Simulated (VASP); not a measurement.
Input of a VASP 6.6.1 run:

The input INCAR:

```
PREC = Accurate
ENCUT = 600
EDIFF = 1E-6
ISMEAR = 0
SIGMA = 0.1
LREAL = F
LASPH = T
NELM = 100
ALGO = Normal
ISIF = 3
LWAVE = F
LCHARG = F
GGA = PE
IBRION = 2
NSW = 100
EDIFFG = -0.01
```

File KPOINTS:

```
regular mesh
0
Gamma
  24 24 12
```

File POSCAR:

```
B
1.0
    2.5252310449      0.0000000000      0.0000000000
   -1.2626155224      2.1869142353      0.0000000000
    0.0000000000      0.0000000000      3.8315688569
B
3
Direct
    0.0000000000      0.5000000000      0.3333333333
    0.5000000000      0.5000000000      0.6666666667
    0.5000000000      0.0000000000      0.0000000000
```

Potentials or basis: VASP PAW PBE potentials, release 64 (B).

Command:

```bash
$ cat potpaw_PBE.64/B/POTCAR > POTCAR
$ mpirun -np 1 vasp_std > vasp.out
```

Q: Predict the relaxed cell.

A: a = 2.524 Å, b = 2.524 Å, c = 3.847 Å, α = 90.00°, β = 90.00°, γ = 120.00°.

Q: What does it give for the space group after relaxing (to 0.05 Å)?

A: P6_422 (No. 181).

Q: What does it give for the relaxed volume?

A: 7.07 Å³/atom.

Stress tensor (GPa, compression positive):
```
-0.22  0.00  0.00
 0.00 -0.22  0.00
 0.00  0.00  0.04
```
